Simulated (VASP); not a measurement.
BP:

```xyz
2
Lattice="0.0000 2.2690 2.2690 2.2690 0.0000 2.2690 2.2690 2.2690 0.0000" Properties=species:S:1:pos:R:3 pbc="T T T"
P     3.4035    3.4035    3.4035
B     0.0000    0.0000    0.0000
```

- Program: VASP 6.6.1
- Task: relaxation of cell and atoms
- Functional: PBEsol-based screened hybrid
- Potentials or basis: VASP PAW PBE potentials, release 64 (P, B)
- Cutoff: 600 eV
- k mesh: 5 × 5 × 5
- Occupations: fermi-dirac, width 0.05 eV
- Spin: no spin polarisation

At the start: pressure -3.6 GPa; volume 11.68 Å³/atom.

Problem. How do energy, volume and symmetry change on relaxing?

Solution. Over 3 steps the energy falls by 2.7 meV/atom and the volume is 11.44 Å³/atom (-2.0 %); space group F-43m (No. 216, to 0.05 Å).

The path:
```csv
step,energy change (eV),largest force (eV/Å),pressure (GPa),volume (Å³)
1,0.0000,0.0000,-3.56,23.36
2,-0.0016,0.0000,3.16,22.50
3,-0.0054,0.0000,0.00,22.89
```

Final structure:
```cif
data_structure
_symmetry_space_group_name_H-M 'P 1'
_symmetry_Int_Tables_number 1
_cell_length_a 3.1870
_cell_length_b 3.1870
_cell_length_c 3.1870
_cell_angle_alpha 60.000
_cell_angle_beta 60.000
_cell_angle_gamma 60.000
_cell_volume 22.89
loop_
_atom_site_label
_atom_site_type_symbol
_atom_site_fract_x
_atom_site_fract_y
_atom_site_fract_z
_atom_site_occupancy
P1 P 0.75000 0.75000 0.75000 1
B1 B 0.00000 0.00000 0.00000 1
```

Caveat: the k points lie up to 0.48 Å⁻¹ apart in the final cell; the PAW data sets were made with another functional, which shifts forces and pressure a little.
